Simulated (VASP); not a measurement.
A run of VASP 6.6.1:

INCAR

```
SYSTEM = Cd4Si4P9
PREC = Accurate
ENCUT = 520
EDIFF = 1E-6
ISMEAR = -1
SIGMA = 0.05
LREAL = Auto
LASPH = .TRUE.
NELM = 60
ALGO = Normal
ISIF = 2
LWAVE = .FALSE.
LCHARG = .TRUE.
GGA = PE
LELF = .TRUE.
LVHAR = .TRUE.
NBANDS = 68
NELECT = 110.0
```

The input KPOINTS:

```
Automatic mesh
0
Gamma
  2 2 2
  0.5 0.5 0.5
```

File POSCAR:

```
Cd4Si4P9
1.0
    5.6447280000     -0.0000310000     -0.0000140000
   -0.0000310000      5.6447280000     -0.0000140000
   -0.0000250000     -0.0000250000     10.5006290000
Cd Si P
4 4 9
Direct
    0.0079570000      0.9880050000      0.0004110000
    0.0122220000      0.4998360000      0.2600320000
    0.5044890000      0.0023160000      0.7468640000
    0.4888960000      0.4969450000      0.5036990000
    0.9900040000      0.9889840000      0.5046260000
    0.4954150000      0.9921940000      0.2431590000
    0.4908240000      0.5044400000      0.0053070000
    0.0073210000      0.4963050000      0.7447750000
    0.2896610000      0.2537600000      0.1210300000
    0.0554900000      0.1041050000      0.6304860000
    0.7083790000      0.7510880000      0.1255700000
    0.7594320000      0.1977500000      0.3729760000
    0.2414890000      0.7967690000      0.3748860000
    0.2467460000      0.7083200000      0.8746610000
    0.7889900000      0.7485080000      0.6211510000
    0.7505020000      0.2829460000      0.8704540000
    0.3508930000      0.3896660000      0.6288050000
```

Potentials or basis: VASP PAW PBE potentials, release 64 (Cd, Si, P).

The run is started by

```sh
$ cat potpaw_PBE.64/Cd/POTCAR potpaw_PBE.64/Si/POTCAR potpaw_PBE.64/P/POTCAR > POTCAR
$ mpirun -np 1 vasp_std > vasp.out
```

Hardware: 1 thread of Oxide Virtual Turin-like Processor, with other jobs on the host.

Problem. How long does it take, and how much memory?

Solution. Wall time 3.5 min on 1 thread of Oxide Virtual Turin-like Processor, on a shared host, peak memory 0.34 GiB. Counts: scf iterations 16, k points 4.
